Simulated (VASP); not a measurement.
# Li3SiN2 (P4mm) in VASP: a series of runs, part 2 of 2

VASP 6.6.1.

## Step 5: Relaxation of cell and atoms, PBE

This run uses another cell than the first one, of 10.05 Å³/atom.

INCAR reads:

```
SYSTEM = Li3SiN2
PREC     = Accurate       ! precision mode
ENCUT    = 600            ! plane-wave cutoff, eV
EDIFF    = 1E-6           ! SCF threshold, eV
ISMEAR   = 0              ! smearing method
SIGMA    = 0.1            ! smearing width, eV
LREAL    = .FALSE.        ! projectors in reciprocal space
LASPH    = .TRUE.         ! aspherical terms in the spheres
NELM     = 100            ! most SCF steps
ALGO     = Normal         ! electronic algorithm
ISIF     = 3              ! what is computed and relaxed
LWAVE    = .FALSE.        ! write WAVECAR
LCHARG   = .FALSE.        ! write CHGCAR
GGA      = PE             ! functional
IBRION   = 2              ! ionic algorithm
NSW      = 90             ! ionic steps
EDIFFG   = -0.04          ! ionic threshold
```

KPOINTS reads:

```
Automatic mesh
0
G
  6 6 4
  0 0 0
```

POSCAR reads:

```
Li3SiN2
1.0
    3.0255652300      0.0000000000      0.0000000000
    0.0000000000      3.0255652300      0.0000000000
    0.0000000000      0.0000000000      6.5848941500
Li Si N
3 1 2
Direct
    0.5000000000      0.0000000000      0.9983087800
    0.0000000000      0.5000000000      0.9983087800
    0.0000000000      0.0000000000      0.3792572600
    0.5000000000      0.5000000000      0.6236239100
    0.5000000000      0.5000000000      0.2665635600
    0.0000000000      0.0000000000      0.7339377400
```

Potentials or basis: VASP PAW PBE potentials, release 64 (Li_sv, Si, N).

On the command line:

```bash
> cat potpaw_PBE.64/Li_sv/POTCAR potpaw_PBE.64/Si/POTCAR potpaw_PBE.64/N/POTCAR > POTCAR
> mpirun -np 1 vasp_std > vasp.out
```

OUTCAR:

```text
SYSTEM = Li3SiN2
   PREC = Accurate
   ENCUT = 600
   EDIFF = 1E-6
   ISMEAR = 0
   LREAL = .FALSE.
   LASPH = .TRUE.
   NELM = 100
   ISIF = 3
   GGA = PE
   IBRION = 2
   NSW = 90
   EDIFFG = -0.04

 ion  position               nearest neighbor table
   1  0.500  0.000  0.998-   2 2.14   2 2.14   2 2.14   2 2.14
   2  0.000  0.500  0.998-   1 2.14   1 2.14   1 2.14   1 2.14
   3  0.000  0.000  0.379-   4 2.68   4 2.68   4 2.68   4 2.68
   4  0.500  0.500  0.624-   6 2.26   6 2.26   6 2.26   6 2.26   5 2.35   3 2.68   3 2.68   3 2.68
                             3 2.68
   5  0.500  0.500  0.267-   4 2.35
   6  0.000  0.000  0.734-   4 2.26   4 2.26   4 2.26   4 2.26

  LATTYP: Found a simple tetragonal cell.
 ALAT       =     3.0255652300
 C/A-ratio  =     2.1764178424

  Lattice vectors:

[... 749 lines left out ...]

 number of electron      22.9999977 magnetization

------------------------ aborting loop because EDIFF is reached ----------------------------------------
[... 75 lines left out ...]
--------------------------------------- Ionic step       14  -------------------------------------------

 number of electron      22.9999978 magnetization

 Free energy of the ion-electron system (eV)
  ---------------------------------------------------
  ext. energy  EPLUGINS =         0.00000000
  ---------------------------------------------------
  free energy    TOTEN  =       -29.58972832 eV

  energy without entropy =      -29.58221832  energy(sigma->0) =      -29.58597332

 E-fermi :   6.9041     XC(G=0): -10.7433

 val. band max:        6.8756634783   @ k =   0.5000   0.1667   0.2500
 cond. band min:       6.9142594636   @ k =   0.1667   0.1667   0.2500
 fundamental gap:      0.0385959853
 Fermi energy:         6.9040625954

 k-point     1 :       0.0000    0.0000    0.0000
  band No.  band energies     occupation
      1     -39.4044      2.00000
      2     -39.1978      2.00000
      3     -39.1262      2.00000
      4      -9.5822      2.00000
      5      -7.8303      2.00000
      6      -0.1798      2.00000
      7       2.7604      2.00000
      8       2.7604      2.00000
      9       3.6489      2.00000
     10       4.0708      2.00000
     11       5.0123      2.00000
     12       5.0123      2.00000
     13      10.0507      0.00000
     14      11.3926      0.00000
[... 448 lines left out ...]
  FREE ENERGIE OF THE ION-ELECTRON SYSTEM (eV)
  ---------------------------------------------------
  free  energy   TOTEN  =       -29.5897283176 eV

  energy  without entropy=      -29.5822183248  energy(sigma->0) =      -29.58597332

 reached required accuracy - stopping structural energy minimisation
```

OSZICAR:

```text
N       E                     dE             d eps       ncg     rms          rms(c)
DAV:   1     0.125560431919E+03    0.12556E+03   -0.11971E+04   900   0.173E+03
[... 140 lines left out ...]
       N       E                     dE             d eps       ncg     rms          rms(c)
DAV:   1    -0.295899357642E+02   -0.12514E-02   -0.10981E-01   900   0.295E+00    0.167E-01
DAV:   2    -0.295898036458E+02    0.13212E-03   -0.39363E-03  1266   0.524E-01    0.905E-02
DAV:   3    -0.295897507470E+02    0.52899E-04   -0.19107E-04  1133   0.143E-01    0.531E-02
DAV:   4    -0.295897278351E+02    0.22912E-04   -0.63863E-05  1535   0.761E-02    0.704E-03
DAV:   5    -0.295897284428E+02   -0.60772E-06   -0.13383E-05  1181   0.350E-02    0.451E-03
DAV:   6    -0.295897283176E+02    0.12522E-06   -0.67729E-07   562   0.997E-03
  14 F= -.29589728E+02 E0= -.29585973E+02  d E =-.514755E-03
```

Run time: 1.9 min. Hardware: 1 thread of AMD EPYC 9R45 (Zen 5), shared host; peak memory 0.16 GiB.

What came out:

```
Free energy                           : -29.5897 eV
Relaxed volume                        : 8.66 Å³/atom
Relaxed cell                          : a = 3.202 Å, b = 3.202 Å, c = 5.067 Å, α = 90.00°, β = 90.00°, γ = 90.00°
Space group after relaxing (to 0.1 Å) : P4mm (No. 99)
Pressure after relaxing               : -0.1 GPa
Largest force after relaxing          : 0.039 eV/Å
Band gap on the k mesh                : zero (an odd number of electrons rules out a gap without spin polarisation)
```

Forces in eV/Å, atoms in the order of the input:
```
Li   0.000  0.000  0.008
Li   0.000  0.000  0.008
Li   0.000  0.000  0.039
Si   0.000  0.000 -0.028
N    0.000  0.000 -0.016
N    0.000  0.000 -0.011
```

Final structure:
```cif
data_structure
_symmetry_space_group_name_H-M 'P 1'
_symmetry_Int_Tables_number 1
_cell_length_a 3.2017
_cell_length_b 3.2017
_cell_length_c 5.0670
_cell_angle_alpha 90.000
_cell_angle_beta 90.000
_cell_angle_gamma 90.000
_cell_volume 51.94
loop_
_atom_site_label
_atom_site_type_symbol
_atom_site_fract_x
_atom_site_fract_y
_atom_site_fract_z
_atom_site_occupancy
Li1 Li 0.50000 0.00000 0.00851 1
Li2 Li 0.00000 0.50000 0.00851 1
Li3 Li 0.00000 0.00000 0.35717 1
Si1 Si 0.50000 0.50000 0.61182 1
N1 N 0.50000 0.50000 0.27565 1
N2 N 0.00000 0.00000 0.73834 1
```

Caveat: the cutoff is under 1.25 times the usual one of these potentials, so pressure, stress and relaxed cells hold a basis-set (Pulay) error; a cell axis changed by over 15 % at a fixed basis, so the end point is rough; an odd number of electrons without spin polarisation forces a metal; a magnetic or distorted state may lie lower.

## Step 6: Relaxation of cell and atoms, PBE

INCAR reads:

```
PREC     = Accurate       # precision mode
ENCUT    = 600            # plane-wave cutoff, eV
EDIFF    = 1E-6           # SCF threshold, eV
ISMEAR   = 0              # smearing method
SIGMA    = 0.1            # smearing width, eV
LREAL    = False          # projectors in reciprocal space
LASPH    = True           # aspherical terms in the spheres
NELM     = 100            # most SCF steps
ALGO     = Normal         # electronic algorithm
ISIF     = 3              # what is computed and relaxed
LWAVE    = False          # write WAVECAR
LCHARG   = False          # write CHGCAR
GGA      = PE             # functional
IBRION   = 2              # ionic algorithm
NSW      = 100            # ionic steps
EDIFFG   = -0.01          # ionic threshold
```

KPOINTS reads:

```
Automatic mesh
0
Gamma
  12 12 8
```

POSCAR reads:

```
Li3SiN2
1.0
    3.2067894113      0.0000000000      0.0000000000
    0.0000000000      3.2067894113      0.0000000000
    0.0000000000      0.0000000000      5.0639823030
Li Si N
3 1 2
Direct
    0.5000000000      0.0000000000      0.0085840741
    0.0000000000      0.5000000000      0.0085840741
    0.0000000000      0.0000000000      0.3583875163
    0.5000000000      0.5000000000      0.6112742024
    0.5000000000      0.5000000000      0.2750073834
    0.0000000000      0.0000000000      0.7381627796
```

Potentials or basis: VASP PAW PBE potentials, release 64 (Li_sv, Si, N).

On the command line:

```bash
> cat potpaw_PBE.64/Li_sv/POTCAR potpaw_PBE.64/Si/POTCAR potpaw_PBE.64/N/POTCAR > POTCAR
> mpirun -np 1 vasp_std > vasp.out
```

It took 3 min on 1 thread of AMD EPYC 9R45 (Zen 5), shared host; peak memory 0.24 GiB.

It converged, with:

* Free energy: -29.6018 eV
* Relaxed volume: 8.63 Å³/atom
* Relaxed cell: a = 3.198 Å, b = 3.198 Å, c = 5.066 Å, α = 90.00°, β = 90.00°, γ = 90.00°
* Space group after relaxing (to 0.1 Å): P4mm (No. 99)
* Energy gained by relaxing: 0.1 meV/atom
* Ionic steps: 10
* Pressure after relaxing: 0.0 GPa
* Largest force after relaxing: 0.008 eV/Å
* Band gap on the k mesh: zero (an odd number of electrons rules out a gap without spin polarisation)

Forces in eV/Å, atoms in the order of the input:
```
Li   0.000  0.000  0.003
Li   0.000  0.000  0.003
Li   0.000  0.000 -0.003
Si   0.000  0.000 -0.008
N    0.000  0.000  0.002
N    0.000  0.000  0.003
```

Step by step:
```tsv
step	energy change (eV)	largest force (eV/Å)	pressure (GPa)	volume (Å³)
1	0.0000	0.0266	-0.38	52.08
2	-0.0004	0.0564	-0.08	51.92
3	-0.0004	0.0867	0.06	51.85
4	-0.0006	0.0240	0.05	51.78
5	-0.0006	0.0250	0.05	51.77
6	-0.0006	0.0249	0.06	51.77
7	-0.0006	0.0243	0.06	51.78
8	-0.0006	0.0242	0.05	51.77
9	-0.0006	0.0167	0.04	51.78
10	-0.0006	0.0079	-0.01	51.80
```

Final structure:
```xyz
6
Lattice="3.1976 0.0000 0.0000 0.0000 3.1976 0.0000 0.0000 0.0000 5.0663" Properties=species:S:1:pos:R:3 pbc="T T T"
Li    1.5988    0.0000    0.0442
Li    3.1976    1.5988    0.0442
Li    0.0000    0.0000    1.8122
Si    1.5988    1.5988    3.0989
N     1.5988    1.5988    1.3958
N     0.0000    0.0000    3.7372
```

Levels at points of the mesh, in eV from the Fermi level:
| k point | band 9 | band 10 | band 11 | band 12 | band 13 | band 14 | band 15 |
| --- | --- | --- | --- | --- | --- | --- | --- |
| (0.00, 0.00, 0.00) | -3.14 | -2.72 | -1.78 | -1.78 | 3.28 | 4.60 | 6.02 |
| (0.50, 0.00, 0.00) | -4.06 | -2.64 | -2.03 | 1.84 | 2.01 | 3.63 | 4.39 |
| (0.50, 0.50, 0.00) | -4.29 | -3.99 | -3.99 | -3.85 | 3.18 | 4.12 | 4.12 |
| (0.00, 0.00, 0.50) | -3.70 | -2.38 | -2.38 | -2.07 | 4.32 | 4.32 | 4.94 |
| (0.50, 0.00, 0.50) | -2.71 | -2.61 | -1.95 | 1.45 | 1.73 | 2.87 | 3.69 |
| (0.50, 0.50, 0.50) | -3.98 | -3.98 | -3.73 | -1.84 | 3.16 | 3.86 | 4.44 |

Caveat: the cutoff is under 1.25 times the usual one of these potentials, so pressure, stress and relaxed cells hold a basis-set (Pulay) error; an odd number of electrons without spin polarisation forces a metal; a magnetic or distorted state may lie lower.

## Step 7: Overview

```tsv
task	cell	k mesh	cutoff (eV)	gap on the mesh (eV)	pressure (GPa)	relaxed volume (Å³/atom)	largest force (eV/Å)
single point	a = 3.207, b = 3.207, c = 5.064 Å, 6 atoms, atomic positions A	6 × 6 × 4	520	none	-	-	0.03
single point	a = 3.026, b = 3.026, c = 6.585 Å, 6 atoms, atomic positions B	6 × 6 × 4	520	none	-	-	1.16
single point	a = 3.202, b = 3.202, c = 5.068 Å, 6 atoms, atomic positions C	12 × 12 × 8	520	none	-	-	0.03
relaxation of cell and atoms	relaxed from a = 3.026, b = 3.026, c = 6.585 Å, 6 atoms, atomic positions B	6 × 6 × 4	600	none	-0.1	8.66	0.04
relaxation of cell and atoms	relaxed from a = 3.207, b = 3.207, c = 5.064 Å, 6 atoms, atomic positions A	12 × 12 × 8	600	none	0.0	8.63	0.01
```

Alike in all rows: level PBE; potentials or basis VASP PAW PBE potentials, release 64 (Li_sv, Si, N); no spin polarisation; smearing gaussian 0.1 eV.

Caveats: the cutoff is under 1.25 times the usual one of these potentials, so pressure, stress and relaxed cells hold a basis-set (Pulay) error; an odd number of electrons without spin polarisation forces a metal; a magnetic or distorted state may lie lower; a cell axis changed by over 15 % at a fixed basis, so the end point is rough (at least some runs).

Absolute energies hang on the potentials; compare differences alone.

The gap in the log of VASP goes by the Fermi energy; the results here count the filled bands.